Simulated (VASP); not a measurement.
# TaAs (P6_3/mmc) in VASP: notebook

TaAs is run at these levels: PBE; tasks: single point, relaxation of cell and atoms.

Everything below comes from runs of VASP 6.6.1. Logs are shortened: lines on timing, memory, paths and dates and some standing lists are left out, and cuts for length are marked.

## 1. The cell of the first run

Symmetry: P6_3/mmc, No. 194, hexagonal system. The conventional cell has a = 3.881 Å, b = 3.881 Å, c = 5.850 Å, α = 90.00°, β = 90.00°, γ = 120.00°. Ta (site symmetry -6m2) has 3 As at 2.24 Å within 3.0 Å. As (site symmetry -6m2) has 3 Ta at 2.24 Å and 2 As at 2.93 Å within 3.0 Å.

The cell was built from a structure type or drawn by symmetry, and may not be a known phase.

## 2. Single point, PBE

Input file INCAR:

```
PREC = Accurate
ENCUT = 520
EDIFF = 1E-7
ISMEAR = 0
SIGMA = 0.1
LREAL = False
LASPH = True
NELM = 100
ALGO = Normal
ISIF = 2
LWAVE = False
LCHARG = False
GGA = PE
NBANDS = 24
```

Input file KPOINTS:

```
regular mesh
0
Gamma
  6 6 4
```

Input file POSCAR:

```
TaAs
1.0
    3.8814600000      0.0000000000      0.0000000000
   -1.9407300000      3.3614429600      0.0000000000
    0.0000000000      0.0000000000      5.8504443400
Ta As
2 2
Direct
    0.3333333300      0.6666666700      0.7500000000
    0.6666666700      0.3333333300      0.2500000000
    0.0000000000      0.0000000000      0.2500000000
    0.0000000000      0.0000000000      0.7500000000
```

Potentials or basis: VASP PAW PBE potentials, release 64 (Ta_pv, As).

Launch:

```sh
$ cat potpaw_PBE.64/Ta_pv/POTCAR potpaw_PBE.64/As/POTCAR > POTCAR
$ mpirun -np 1 vasp_std > vasp.out
```

OUTCAR:

```text
PREC = Accurate
   ENCUT = 520
   EDIFF = 1E-7
   ISMEAR = 0
   LREAL = False
   LASPH = True
   NELM = 100
   ISIF = 2
   GGA = PE

 ion  position               nearest neighbor table
   1  0.333  0.667  0.750-   4 2.24   4 2.24   4 2.24
   2  0.667  0.333  0.250-   3 2.24   3 2.24   3 2.24
   3  0.000  0.000  0.250-   2 2.24   2 2.24   2 2.24
   4  0.000  0.000  0.750-   1 2.24   1 2.24   1 2.24

  LATTYP: Found a hexagonal cell.
 ALAT       =     3.8814600000
 C/A-ratio  =     1.5072793073

  Lattice vectors:

 A1 = (   3.8814600000,   0.0000000000,   0.0000000000)
 A2 = (  -1.9407300000,   3.3614429600,   0.0000000000)
 A3 = (   0.0000000000,   0.0000000000,   5.8504443400)

Analysis of symmetry for initial positions (statically):
=====================================================================
 Subroutine PRICEL returns:
 Original cell was already a primitive cell.

 Routine SETGRP: Setting up the symmetry group for a
 hexagonal supercell.

 Subroutine GETGRP returns: Found 24 space group operations
 (whereof 12 operations were pure point group operations)
 out of a pool of 24 trial point group operations.

The static configuration has the point symmetry D_3d.
 The point group associated with its full space group is D_6h.

Analysis of symmetry for dynamics (positions and initial velocities):
=====================================================================
 Subroutine PRICEL returns:
 Original cell was already a primitive cell.

 Routine SETGRP: Setting up the symmetry group for a
 hexagonal supercell.

 Subroutine GETGRP returns: Found 24 space group operations
 (whereof 12 operations were pure point group operations)
 out of a pool of 24 trial point group operations.

The dynamic configuration has the point symmetry D_3d.
 The point group associated with its full space group is D_6h.

 Subroutine INISYM returns: Found 24 space group operations
 (whereof 12 operations are pure point group operations),
 and found     1 'primitive' translations

----------------------------------------------------------------------------------------

                                     Primitive cell

  volume of cell :      76.3325

  direct lattice vectors                    reciprocal lattice vectors
     3.881460000  0.000000000  0.000000000     0.257635014  0.148745645  0.000000000
    -1.940730000  3.361442960  0.000000000     0.000000000  0.297491289  0.000000000
     0.000000000  0.000000000  5.850444340     0.000000000  0.000000000  0.170927188

  length of vectors
     3.881460000  3.881459997  5.850444340     0.297491289  0.297491289  0.170927188

  position of ions in fractional coordinates (direct lattice)
     0.333333330  0.666666670  0.750000000
     0.666666670  0.333333330  0.250000000
     0.000000000  0.000000000  0.250000000
     0.000000000  0.000000000  0.750000000

  ion indices of the primitive-cell ions
   primitive index   ion index
                 1           1
                 2           2
                 3           3
                 4           4

----------------------------------------------------------------------------------------

 KPOINTS: regular mesh

Automatic generation of k-mesh.
 Grid dimensions read from file:
 generate k-points for:    6    6    4

 Generating k-lattice:

  Cartesian coordinates                     Fractional coordinates (reciprocal lattice)
     0.042939169  0.024790941  0.000000000     0.166666667  0.000000000  0.000000000
     0.000000000  0.049581882  0.000000000     0.000000000  0.166666667  0.000000000
     0.000000000  0.000000000  0.042731797     0.000000000  0.000000000  0.250000000

  Length of vectors
     0.049581882  0.049581882  0.042731797

  Shift w.r.t. Gamma in fractional coordinates (k-lattice)
     0.000000000  0.000000000  0.000000000

 Subroutine IBZKPT returns following result:
 ===========================================

 Found     21 irreducible k-points:

 Following reciprocal coordinates:
            Coordinates               Weight
  0.000000  0.000000  0.000000      1.000000
  0.166667  0.000000  0.000000      6.000000
  0.333333  0.000000  0.000000      6.000000
  0.500000  0.000000  0.000000      3.000000
  0.166667  0.166667  0.000000      6.000000
  0.333333  0.166667  0.000000     12.000000
[... 13 lines left out ...]
  0.333333  0.166667  0.500000     12.000000
  0.333333  0.333333  0.500000      2.000000
   k-points           NKPTS =     21   k-points in BZ     NKDIM =     21   number of bands    NBANDS=     24
   number of dos      NEDOS =    301   number of ions     NIONS =      4
   total plane-waves  NPLWV =  43200
   dimension x,y,z NGX =    30 NGY =   30 NGZ =   48
   dimension x,y,z NGXF=    60 NGYF=   60 NGZF=   96
   ions per type =               2   2
   NGX,Y,Z   is equivalent  to a cutoff of  12.85, 12.85, 13.64 a.u.
   NGXF,Y,Z  is equivalent  to a cutoff of  25.70, 25.70, 27.28 a.u.
 SYSTEM =  unknown system
   PREC   = accura    normal or accurate (medium, high low for compatibility)
   ISTART =      0    job   : 0-new  1-cont  2-samecut
   ICHARG =      2    charge: 1-file 2-atom 10-const
   ISPIN  =      1    spin polarized calculation?
   LNONCOLLINEAR =      F non collinear calculations
   LSORBIT =      F    spin-orbit coupling
   LASPH  =      T    aspherical Exc in radial PAW
   ENCUT  =  520.0 eV  38.22 Ry    6.18 a.u.   7.22  7.22 10.88*2*pi/ulx,y,z
   NELM   =    100;   NELMIN=  2; NELMDL= -5     # of ELM steps
   EDIFF  = 0.1E-06   stopping-criterion for ELM
   LREAL  =      F    real-space projection
   EDIFFG = 0.1E-05   stopping-criterion for IOM
   NSW    =      0    number of steps for IOM
   IBRION =     -1    ionic relax: 0-MD 1-quasi-New 2-CG
   NFREE  =      0    steps in history (QN), initial steepest desc. (CG)
   ISIF   =      2    stress and relaxation
   ISYM   =      2    0-nonsym 1-usesym 2-fastsym
   POTIM  = 0.5000    time-step for ionic-motion
   TEBEG  =    0.0;   TEEND  =   0.0 temperature during run
   PSTRESS=    0.0 pullay stress
   NELECT =      32.0000    total number of electrons
   NUPDOWN=      -1.0000    fix difference up-down
   EMIN   =  10.00;   EMAX   =-10.00  energy-range for DOS
   EFERMI =   0.00;   METHOD = LEGACY
   ISMEAR =     0;   SIGMA  =   0.10  broadening in eV -4-tet -1-fermi 0-gaus
   EFERMI_NEDOS =   21; number of points for ismear=-14 and -15
   IALGO  =     38    algorithm
   IMIX   =      4    mixing-type and parameters
     AMIX     =   0.40;   BMIX     =  1.00
     AMIX_MAG =   1.60;   BMIX_MAG =  1.00
  volume/ion in A,a.u.               =      19.08       128.78
  Fermi-wavevector in a.u.,A,eV,Ry     =   1.225241  2.315370 20.425283  1.501216
  Thomas-Fermi vector in A             =   2.360286
   LORBIT       =      0    0 simple, 1 ext, 2 COOP (PROOUT), +10 PAW based schemes
   GGA     = PE    functional components
   LHFCALC =     F    Hartree Fock is set to
   AEXX    =    0.0000 exact exchange contribution
   IVDW    =     0    specifies the selected vdW correction
   LEPSILON=     F    determine dielectric tensor
   LRPA    =     F    only Hartree local field effects (RPA)
 non-spin polarized calculation
 Gauss-broadening in eV      SIGMA  =   0.10
  energy-cutoff  :      520.00
  volume of cell :       76.33
 maximum number of plane-waves:      2074
 NGX is ok and might be reduce to    30
   NGX = 15   NGY = 15   NGZ = 21

 number of electron      32.0000003 magnetization

 Free energy of the ion-electron system (eV)
  ---------------------------------------------------
  ext. energy  EPLUGINS =         0.00000000
  ---------------------------------------------------
  free energy    TOTEN  =       -26.34660774 eV

  energy without entropy =      -26.32552639  energy(sigma->0) =      -26.33606707

 E-fermi :   5.8255     XC(G=0): -11.2254

 val. band max:        5.7673109152   @ k =   0.3333   0.1667   0.5000
 cond. band min:       5.8767995465   @ k =   0.3333   0.0000   0.2500
 fundamental gap:      0.1094886314
 Fermi energy:         5.8255187126

 k-point     1 :       0.0000    0.0000    0.0000
  band No.  band energies     occupation
      1     -28.5021      2.00000
      2     -28.5021      2.00000
      3     -28.4984      2.00000
      4     -28.4836      2.00000
      5     -28.4836      2.00000
      6     -28.3892      2.00000
[... 16 lines left out ...]
     23      12.5059      0.00000
     24      12.5059      0.00000

 k-point     2 :       0.1667    0.0000    0.0000
  band No.  band energies     occupation
      1     -28.5327      2.00000
      2     -28.5144      2.00000
      3     -28.5130      2.00000
      4     -28.4901      2.00000
      5     -28.4893      2.00000
      6     -28.3932      2.00000
[... 16 lines left out ...]
     23      10.9585      0.00000
     24      11.0551      0.00000

 k-point     3 :       0.3333    0.0000    0.0000
  band No.  band energies     occupation
      1     -28.5951      2.00000
      2     -28.5731      2.00000
      3     -28.5338      2.00000
      4     -28.5038      2.00000
      5     -28.4673      2.00000
      6     -28.4050      2.00000
[... 16 lines left out ...]
     23       9.4193      0.00000
     24      10.3988      0.00000
[... 433 lines left out ...]
 k-point    20 :       0.3333    0.1667    0.5000
  band No.  band energies     occupation
      1     -28.6063      2.00000
      2     -28.6063      2.00000
      3     -28.5425      2.00000
      4     -28.5425      2.00000
      5     -28.4265      2.00000
      6     -28.4265      2.00000
[... 16 lines left out ...]
     23      10.0127      0.00000
     24      10.0127      0.00000

 k-point    21 :       0.3333    0.3333    0.5000
  band No.  band energies     occupation
      1     -28.5997      2.00000
      2     -28.5997      2.00000
      3     -28.5699      2.00000
      4     -28.5699      2.00000
      5     -28.4238      2.00000
      6     -28.4238      2.00000
[... 16 lines left out ...]
     23      10.5651      0.00000
     24      10.5651      0.00000

------------------------ aborting loop because EDIFF is reached ----------------------------------------

  FORCE on cell =-STRESS in cart. coord.  units (eV):
  Direction    XX          YY          ZZ          XY          YZ          ZX
  --------------------------------------------------------------------------------------
  -------------------------------------------------------------------------------------
  Total       34.0290259     34.0290258     -4.0214348      0.0000000      0.0000000      0.0000000
  in kB      714.2502259    714.2502243    -84.4076672      0.0000000      0.0000000      0.0000000
  external PRESSURE =     448.0309277 kB  Pullay stress =       0.0000000 kB

 VOLUME and BASIS-vectors are now :
 -----------------------------------------------------------------------------
  energy-cutoff  :      520.00
  volume of cell :       76.33
      direct lattice vectors                 reciprocal lattice vectors
     3.881460000  0.000000000  0.000000000     0.257635014  0.148745645  0.000000000
    -1.940730000  3.361442960  0.000000000     0.000000000  0.297491289  0.000000000
     0.000000000  0.000000000  5.850444340     0.000000000  0.000000000  0.170927188

 POSITION                                       TOTAL-FORCE (eV/Angst)
 -----------------------------------------------------------------------------------
     -0.00000      2.24096      4.38783         0.000000      0.000000      0.000000
      1.94073      1.12048      1.46261        -0.000000     -0.000000      0.000000
      0.00000      0.00000      1.46261        -0.000000      0.000000      0.000000
      0.00000      0.00000      4.38783         0.000000     -0.000000      0.000000
 -----------------------------------------------------------------------------------
    total drift:                               -0.000003      0.000002      0.000000

  FREE ENERGIE OF THE ION-ELECTRON SYSTEM (eV)
  ---------------------------------------------------
  free  energy   TOTEN  =       -26.3466077429 eV

  energy  without entropy=      -26.3255263926  energy(sigma->0) =      -26.33606707
```

It took 32 s on 1 thread of Intel Xeon 6975P-C (Granite Rapids), shared host; peak memory 0.21 GiB.

What came out:

| Item | Value |
| --- | --- |
| Free energy | -26.3466 eV |
| Pressure | 44.8 GPa |
| Band gap on the k mesh | zero (bands 16 and 17 overlap by 1.45 eV) |

Caveat: the cell stands under pressure; spin-orbit coupling is left out, which moves the levels of the heavy elements.

[end of part 1 of 2]
